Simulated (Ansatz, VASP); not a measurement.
## Two plane-wave programs on FeO

```
Fe O
1.0
    -2.20255   -2.20255    4.40510
    -4.40510   -2.20255    2.20255
    -2.20255   -4.40510    2.20255
Fe O
2 2
Direct
  0.00000 0.00000 0.00000
  0.50000 0.50000 0.50000
  0.25000 0.25000 0.25000
  0.75000 0.75000 0.75000
```

Alike in both runs: task single point; functional PBE; k mesh 8 × 8 × 8; occupations gaussian, width 0.05 eV; collinear spin; Hubbard terms Fe d U = 4.0 eV.

```csv
,VASP,Ansatz
version,VASP 6.6.1,Ansatz 0.2.0
potentials or method,"VASP PAW PBE potentials, release 64 (Fe, O), cutoff 600 eV","scalar-relativistic, plane waves, PAW"
valence electrons in the cell,28,44
```

```tsv
	VASP	Ansatz	Ansatz less VASP
pressure (GPa)	-10.7	0.4	+11.09
net moment per atom (μB)	2.00	2.00	-0.003
size of the moment on the site where the two differ most (μB)	3.82	3.51	-0.304
```

Site moments also hang on the region over which each program counts them. The programs project onto different local orbitals, so the same U acts differently, and such runs can settle in different states. VASP's potentials hold 28 valence electrons a cell and Ansatz's 44, so a difference there can come from the potentials and not from the codes. Ansatz's warnings: saved state not lowest, stability check not made.
